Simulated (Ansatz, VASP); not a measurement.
Two plane-wave programs on Si

```xyz
4
Lattice="-3.3254 3.3254 1.9224 3.3254 -3.3254 1.9224 3.3254 3.3254 -1.9224" Properties=species:S:1:pos:R:3 pbc="T T T"
Si   -2.1363    2.1363    1.9224
Si    2.1363   -2.1363    1.9224
Si    2.1363    2.1363    1.9224
Si    1.1892    1.1892    0.0000
```

Alike in both runs: task single point; functional PBE-based screened hybrid; k mesh 4 × 4 × 4; occupations fermi-dirac, width 0.05 eV; no spin polarisation.

|  | VASP | Ansatz |
| --- | --- | --- |
| version | VASP 6.6.1 | Ansatz 0.2.0 |
| potentials or method | VASP PAW PBE potentials, release 64 (Si) | Ansatz PAW |
| plane-wave cutoff (eV) | 520 | 420 |
| valence electrons in the cell | 16 | 16 |

Ansatz gave:

| Quantity | Value |
| --- | --- |
| gap on the k mesh at the Fermi level (eV) | 0.66 |
| least direct gap on the mesh (eV) | 0.79 |
| pressure (GPa) | 0.2 |
| traceless stress, the component that is largest in VASP (GPa) | 0.58 |
| rms of the force components (eV/Å) | 0.015 |

Question: What did VASP give for the same quantities?

Answer: gap on the k mesh at the Fermi level (eV): 0.67; least direct gap on the mesh (eV): 0.80; pressure (GPa): -0.1; traceless stress, the component that is largest in VASP (GPa): 0.55; rms of the force components (eV/Å): 0.017.

VASP's potentials were made for PBE, not for PBE-based screened hybrid. Atom by atom the forces differ by 0.001 eV/Å (rms over components). The functional is the same, so the differences come from potentials, cutoffs and numerics.

The k mesh is coarse, so the values compare programs but aren't converged.
